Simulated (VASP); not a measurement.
A run of VASP 6.6.1 is set up as follows.

The input INCAR:

```
PREC = Accurate
ENCUT = 520
EDIFF = 1E-6
ISMEAR = 0
SIGMA = 0.1
LREAL = False
LASPH = True
NELM = 60
ALGO = Normal
ISIF = 2
LWAVE = False
LCHARG = False
GGA = PE
NBANDS = 48
```

The input KPOINTS:

```
Automatic mesh
0
Gamma
  12 12 2
```

The input POSCAR:

```
Hf7Cl
1.0
    3.1506245770      0.0000000000      0.0000000000
   -1.5753122885      2.7285209215      0.0000000000
    0.0000000000      0.0000000000     18.9076866450
Hf Cl
7 1
Direct
    0.3333333333      0.6666666667      0.8934449683
    0.3333333333      0.6666666667      0.1065550317
    0.3333333333      0.6666666667      0.6310529789
    0.0000000000      0.0000000000      0.5000000000
    0.0000000000      0.0000000000      0.2365741067
    0.3333333333      0.6666666667      0.3689470211
    0.0000000000      0.0000000000      0.7634258933
    0.0000000000      0.0000000000      0.0000000000
```

Potentials or basis: VASP PAW PBE potentials, release 64 (Hf_pv, Cl).

Command:

```bash
$ cat potpaw_PBE.64/Hf_pv/POTCAR potpaw_PBE.64/Cl/POTCAR > POTCAR
$ mpirun -np 1 vasp_std > vasp.out
```

(1) Estimate the largest force.

(2) Estimate the pressure.

(3) What does it give for the band gap on the k mesh?

Results:

(1) 0.008 eV/Å.

(2) 6.3 GPa.

(3) zero (an odd number of electrons rules out a gap without spin polarisation).

Caveat: the cell stands under pressure; spin-orbit coupling is left out, which moves the levels of the heavy elements.
